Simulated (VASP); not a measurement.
# BaTiO3 (P4mm) in VASP: single point with PBE

Aim: the single point of BaTiO3 with PBE.

Program: VASP 6.6.1. These are calculated values, not measurements. Logs are shortened: lines on timing, memory, paths and dates and some standing lists are left out, and cuts for length are marked.

**1. The cell of the first run**

It takes space group P4mm (No. 99, tetragonal). Conventional cell: a = 4.000 Å, b = 4.000 Å, c = 4.018 Å, α = 90.00°, β = 90.00°, γ = 90.00°. Within 3.7 Å of Ba (site symmetry 4mm) lie 12 O at 2.79 to 2.88 Å and 8 Ti at 3.44 to 3.50 Å. Within 2.5 Å of Ti (site symmetry 4mm) lie 6 O at 1.85 to 2.17 Å. Within 2.5 Å of O (site symmetry 4mm) lie 2 Ti at 1.85 to 2.17 Å. O (site symmetry 2mm) has 2 Ti at 2.00 Å within 2.7 Å.

**2. Single point, PBE**

Input file INCAR:

```
  PREC = Accurate
  ENCUT = 520
  EDIFF = 1E-6
  ISMEAR = -1
  SIGMA = 0.02
  LREAL = False
  LASPH = True
  NELM = 100
  ALGO = Normal
  ISIF = 2
  LWAVE = False
  LCHARG = True
  GGA = PE
  LELF = True
  LVHAR = True
  NBANDS = 28
```

Input file KPOINTS:

```
Automatic mesh
0
Gamma
  6 6 6
```

Input file POSCAR:

```
BaTiO3
1.0
    3.9998000000      0.0000000000      0.0000000000
    0.0000000000      3.9998000000      0.0000000000
    0.0000000000      0.0000000000      4.0180000000
Ba Ti O
1 1 3
Direct
    0.0000000000      0.0000000000      0.0000149102
    0.5000000000      0.5000000000      0.4856410271
    0.5000000000      0.5000000000      0.0253108651
    0.5000000000      0.0000000000      0.5160165988
    0.0000000000      0.5000000000      0.5160165988
```

Potentials or basis: VASP PAW PBE potentials, release 64 (Ba_sv, Ti_sv, O).

Command:

```console
$ cat potpaw_PBE.64/Ba_sv/POTCAR potpaw_PBE.64/Ti_sv/POTCAR potpaw_PBE.64/O/POTCAR > POTCAR
$ mpirun -np 1 vasp_std > vasp.out
```

OUTCAR:

```text
PREC = Accurate
   ENCUT = 520
   EDIFF = 1E-6
   ISMEAR = -1
   LREAL = False
   LASPH = True
   NELM = 100
   ISIF = 2
   GGA = PE

 ion  position               nearest neighbor table
   1  0.000  0.000  0.000-   4 2.79   5 2.79   5 2.79   4 2.79   3 2.83   3 2.83   3 2.83   3 2.83
                             4 2.88   5 2.88   5 2.88   4 2.88   2 3.44   2 3.44   2 3.44   2 3.44
   2  0.500  0.500  0.486-   3 1.85   4 2.00   5 2.00   4 2.00   5 2.00   3 2.17   1 3.44   1 3.44
                             1 3.44   1 3.44   1 3.50   1 3.50   1 3.50   1 3.50
   3  0.500  0.500  0.025-   2 1.85   2 2.17   1 2.83   1 2.83   1 2.83   1 2.83
   4  0.500  0.000  0.516-   2 2.00   2 2.00   1 2.79   1 2.79   1 2.88   1 2.88
   5  0.000  0.500  0.516-   2 2.00   2 2.00   1 2.79   1 2.79   1 2.88   1 2.88

  LATTYP: Found a simple tetragonal cell.
 ALAT       =     3.9998000000
 C/A-ratio  =     1.0045502275

  Lattice vectors:

 A1 = (   3.9998000000,   0.0000000000,   0.0000000000)
 A2 = (   0.0000000000,   3.9998000000,   0.0000000000)
 A3 = (   0.0000000000,   0.0000000000,   4.0180000000)

Analysis of symmetry for initial positions (statically):
=====================================================================
 Subroutine PRICEL returns:
 Original cell was already a primitive cell.

 Routine SETGRP: Setting up the symmetry group for a
 simple tetragonal supercell.

 Subroutine GETGRP returns: Found  8 space group operations
 (whereof  8 operations were pure point group operations)
 out of a pool of 16 trial point group operations.

The static configuration has the point symmetry C_4v.

Analysis of symmetry for dynamics (positions and initial velocities):
=====================================================================
 Subroutine PRICEL returns:
 Original cell was already a primitive cell.

 Routine SETGRP: Setting up the symmetry group for a
 simple tetragonal supercell.

 Subroutine GETGRP returns: Found  8 space group operations
 (whereof  8 operations were pure point group operations)
 out of a pool of 16 trial point group operations.

The dynamic configuration has the point symmetry C_4v.

 Subroutine INISYM returns: Found  8 space group operations
 (whereof  8 operations are pure point group operations),
 and found     1 'primitive' translations

----------------------------------------------------------------------------------------

                                     Primitive cell

  volume of cell :      64.2816

  direct lattice vectors                    reciprocal lattice vectors
     3.999800000  0.000000000  0.000000000     0.250012501  0.000000000  0.000000000
     0.000000000  3.999800000  0.000000000     0.000000000  0.250012501  0.000000000
     0.000000000  0.000000000  4.018000000     0.000000000  0.000000000  0.248880040

  length of vectors
     3.999800000  3.999800000  4.018000000     0.250012501  0.250012501  0.248880040

  position of ions in fractional coordinates (direct lattice)
     0.000000000  0.000000000  0.000014910
     0.500000000  0.500000000  0.485641027
     0.500000000  0.500000000  0.025310865
     0.500000000  0.000000000  0.516016599
     0.000000000  0.500000000  0.516016599

  ion indices of the primitive-cell ions
   primitive index   ion index
                 1           1
                 2           2
                 3           3
                 4           4
                 5           5

----------------------------------------------------------------------------------------

 KPOINTS: Automatic mesh

Automatic generation of k-mesh.
 Grid dimensions read from file:
 generate k-points for:    6    6    6

 Generating k-lattice:

  Cartesian coordinates                     Fractional coordinates (reciprocal lattice)
     0.041668750  0.000000000  0.000000000     0.166666667  0.000000000  0.000000000
     0.000000000  0.041668750  0.000000000     0.000000000  0.166666667  0.000000000
     0.000000000  0.000000000  0.041480007     0.000000000  0.000000000  0.166666667

  Length of vectors
     0.041668750  0.041668750  0.041480007

  Shift w.r.t. Gamma in fractional coordinates (k-lattice)
     0.000000000  0.000000000  0.000000000

 Subroutine IBZKPT returns following result:
 ===========================================

 Found     40 irreducible k-points:

 Following reciprocal coordinates:
            Coordinates               Weight
  0.000000  0.000000  0.000000      1.000000
  0.166667  0.000000  0.000000      4.000000
  0.333333  0.000000  0.000000      4.000000
  0.500000  0.000000  0.000000      2.000000
  0.166667  0.166667  0.000000      4.000000
  0.333333  0.166667  0.000000      8.000000
[... 16 lines left out ...]
  0.333333  0.000000  0.333333      8.000000
  0.500000  0.000000  0.333333      4.000000
 [... further k-points ...]
   k-points           NKPTS =     40   k-points in BZ     NKDIM =     40   number of bands    NBANDS=     28
   number of dos      NEDOS =    301   number of ions     NIONS =      5
   total plane-waves  NPLWV =  27000
   dimension x,y,z NGX =    30 NGY =   30 NGZ =   30
   dimension x,y,z NGXF=    60 NGYF=   60 NGZF=   60
   ions per type =               1   1   3
   NGX,Y,Z   is equivalent  to a cutoff of  12.47, 12.47, 12.41 a.u.
   NGXF,Y,Z  is equivalent  to a cutoff of  24.94, 24.94, 24.83 a.u.
 SYSTEM =  unknown system
   PREC   = accura    normal or accurate (medium, high low for compatibility)
   ISTART =      0    job   : 0-new  1-cont  2-samecut
   ICHARG =      2    charge: 1-file 2-atom 10-const
   ISPIN  =      1    spin polarized calculation?
   LNONCOLLINEAR =      F non collinear calculations
   LSORBIT =      F    spin-orbit coupling
   LASPH  =      T    aspherical Exc in radial PAW
   ENCUT  =  520.0 eV  38.22 Ry    6.18 a.u.   7.44  7.44  7.47*2*pi/ulx,y,z
   NELM   =    100;   NELMIN=  2; NELMDL= -5     # of ELM steps
   EDIFF  = 0.1E-05   stopping-criterion for ELM
   LREAL  =      F    real-space projection
   EDIFFG = 0.1E-04   stopping-criterion for IOM
   NSW    =      0    number of steps for IOM
   IBRION =     -1    ionic relax: 0-MD 1-quasi-New 2-CG
   NFREE  =      0    steps in history (QN), initial steepest desc. (CG)
   ISIF   =      2    stress and relaxation
   ISYM   =      2    0-nonsym 1-usesym 2-fastsym
   POTIM  = 0.5000    time-step for ionic-motion
   TEBEG  =    0.0;   TEEND  =   0.0 temperature during run
   PSTRESS=    0.0 pullay stress
   NELECT =      40.0000    total number of electrons
   NUPDOWN=      -1.0000    fix difference up-down
   EMIN   =  10.00;   EMAX   =-10.00  energy-range for DOS
   EFERMI =   0.00;   METHOD = LEGACY
   ISMEAR =    -1;   SIGMA  =   0.02  broadening in eV -4-tet -1-fermi 0-gaus
   EFERMI_NEDOS =   21; number of points for ismear=-14 and -15
   IALGO  =     38    algorithm
   IMIX   =      4    mixing-type and parameters
     AMIX     =   0.40;   BMIX     =  1.00
     AMIX_MAG =   1.60;   BMIX_MAG =  1.00
  volume/ion in A,a.u.               =      12.86        86.76
  Fermi-wavevector in a.u.,A,eV,Ry     =   1.397653  2.641181 26.578078  1.953434
  Thomas-Fermi vector in A             =   2.520888
   LORBIT       =      0    0 simple, 1 ext, 2 COOP (PROOUT), +10 PAW based schemes
   GGA     = PE    functional components
   LHFCALC =     F    Hartree Fock is set to
   AEXX    =    0.0000 exact exchange contribution
   IVDW    =     0    specifies the selected vdW correction
   LEPSILON=     F    determine dielectric tensor
   LRPA    =     F    only Hartree local field effects (RPA)
 non-spin polarized calculation
  energy-cutoff  :      520.00
  volume of cell :       64.28
 maximum number of plane-waves:      1751
 NGX is ok and might be reduce to    30
   NGX = 15   NGY = 15   NGZ = 15

 number of electron      39.9999979 magnetization

 Free energy of the ion-electron system (eV)
  ---------------------------------------------------
  ext. energy  EPLUGINS =         0.00000000
  ---------------------------------------------------
  free energy    TOTEN  =       -39.98642559 eV

  energy without entropy =      -39.98642559  energy(sigma->0) =      -39.98642559

 E-fermi :   4.3460     XC(G=0): -11.2379

 val. band max:        3.8754118729   @ k =   0.5000   0.5000   0.5000
 cond. band min:       5.6659865311   @ k =   0.0000   0.0000   0.0000
 fundamental gap:      1.7905746581
 Fermi energy:         4.3460258295

 k-point     1 :       0.0000    0.0000    0.0000
  band No.  band energies     occupation
      1     -52.6903      2.00000
      2     -28.9636      2.00000
      3     -28.9010      2.00000
      4     -28.9010      2.00000
      5     -21.0250      2.00000
      6     -13.0781      2.00000
[... 20 lines left out ...]
     27       8.8913      0.00000
     28      11.1369      0.00000

 k-point     2 :       0.1667    0.0000    0.0000
  band No.  band energies     occupation
      1     -52.6900      2.00000
      2     -28.9631      2.00000
      3     -28.9143      2.00000
      4     -28.9005      2.00000
      5     -20.9957      2.00000
      6     -13.1096      2.00000
[... 20 lines left out ...]
     27       9.4012      0.00000
     28      11.7859      0.00000

 k-point     3 :       0.3333    0.0000    0.0000
  band No.  band energies     occupation
      1     -52.6895      2.00000
      2     -28.9620      2.00000
      3     -28.9407      2.00000
      4     -28.8995      2.00000
      5     -20.9361      2.00000
      6     -13.2410      2.00000
[... 20 lines left out ...]
     27      10.6193      0.00000
     28      12.0963      0.00000

 k-point     4 :       0.5000    0.0000    0.0000
  band No.  band energies     occupation
      1     -52.6892      2.00000
      2     -28.9615      2.00000
      3     -28.9538      2.00000
      4     -28.8990      2.00000
      5     -20.9056      2.00000
      6     -13.3245      2.00000
[... 578 lines left out ...]
     27      11.1202      0.00000
     28      12.4370      0.00000

 k-point    23 :       0.3333    0.0000    0.3333
  band No.  band energies     occupation
      1     -52.6888      2.00000
      2     -28.9995      2.00000
      3     -28.9384      2.00000
      4     -28.8981      2.00000
      5     -20.8736      2.00000
      6     -12.9228      2.00000
[... 20 lines left out ...]
     27      12.2093      0.00000
     28      12.4893      0.00000

 k-point    24 :       0.5000    0.0000    0.3333
  band No.  band energies     occupation
      1     -52.6885      2.00000
      2     -28.9987      2.00000
      3     -28.9513      2.00000
      4     -28.8976      2.00000
      5     -20.8512      2.00000
      6     -12.8889      2.00000
[... 20 lines left out ...]
     27      11.9860      0.00000
     28      13.2643      0.00000

 [... further k-points ...]
[... 5 lines left out ...]
  --------------------------------------------------------------------------------------
  -------------------------------------------------------------------------------------
  Total        1.6500180      1.6500180      2.6713317      0.0000000     -0.0000000      0.0000000
  in kB       41.1256492     41.1256492     66.5812460      0.0000000     -0.0000000      0.0000000
  external PRESSURE =      49.6108482 kB  Pullay stress =       0.0000000 kB

 VOLUME and BASIS-vectors are now :
 -----------------------------------------------------------------------------
  energy-cutoff  :      520.00
  volume of cell :       64.28
      direct lattice vectors                 reciprocal lattice vectors
     3.999800000  0.000000000  0.000000000     0.250012501  0.000000000  0.000000000
     0.000000000  3.999800000  0.000000000     0.000000000  0.250012501  0.000000000
     0.000000000  0.000000000  4.018000000     0.000000000  0.000000000  0.248880040

 POSITION                                       TOTAL-FORCE (eV/Angst)
 -----------------------------------------------------------------------------------
      0.00000      0.00000      0.00006         0.000000     -0.000000      0.028126
      1.99990      1.99990      1.95131         0.000000      0.000000      0.053634
      1.99990      1.99990      0.10170         0.000000     -0.000000     -0.057963
      1.99990      0.00000      2.07335         0.000000     -0.000000     -0.011899
      0.00000      1.99990      2.07335        -0.000000     -0.000000     -0.011899
 -----------------------------------------------------------------------------------
    total drift:                                0.000000      0.000000      0.000210

  FREE ENERGIE OF THE ION-ELECTRON SYSTEM (eV)
  ---------------------------------------------------
  free  energy   TOTEN  =       -39.9864255950 eV

  energy  without entropy=      -39.9864255950  energy(sigma->0) =      -39.98642559
```

It took 76 s on 1 thread of Intel Xeon 6975P-C, shared host; peak memory 0.22 GiB.

What came out:

```yaml
Free_energy: -39.9864 eV
Pressure: 5.0 GPa
Largest_force: 0.058 eV/Å
Band_gap_on_the_k_mesh: 1.79 eV, indirect (least direct gap 2.14 eV)
```

Forces on the atoms (eV/Å):
```
Ba   0.000  0.000  0.028
Ti   0.000  0.000  0.054
O    0.000  0.000 -0.058
O    0.000  0.000 -0.012
O    0.000  0.000 -0.012
```

Caveat: spin-orbit coupling is left out, which moves the levels of the heavy elements.
